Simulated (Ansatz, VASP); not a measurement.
## NaF in VASP and in Ansatz

```
CELL_PARAMETERS angstrom
0.00000 2.27264 2.27264
2.27264 0.00000 2.27264
2.27264 2.27264 0.00000
ATOMIC_POSITIONS crystal
Na 0.00000 0.00000 0.00000
F 0.50000 0.50000 0.50000
```

Change from the starting cell: volume scaled by 0.94.

Alike in both runs: task single point; functional PBE; k mesh 10 × 10 × 10; occupations fermi-dirac, width 0.05 eV; no spin polarisation.

|  | VASP | Ansatz |
| --- | --- | --- |
| version | VASP 6.6.1 | Ansatz 0.2.0 |
| potentials or method | VASP PAW PBE potentials, release 64 (Na_pv, F), cutoff 520 eV | all-electron LAPW, scalar-relativistic |

Ansatz gave:

```
gap on the k mesh at the Fermi level (eV) : 6.64
least direct gap on the mesh (eV)         : 6.64
pressure (GPa)                            : 5.7
```

Task: Estimate VASP's values.

Result: gap on the k mesh at the Fermi level (eV): 6.62; least direct gap on the mesh (eV): 6.62; pressure (GPa): 5.6.

Ansatz ran all-electron here, and VASP with PAW potentials.
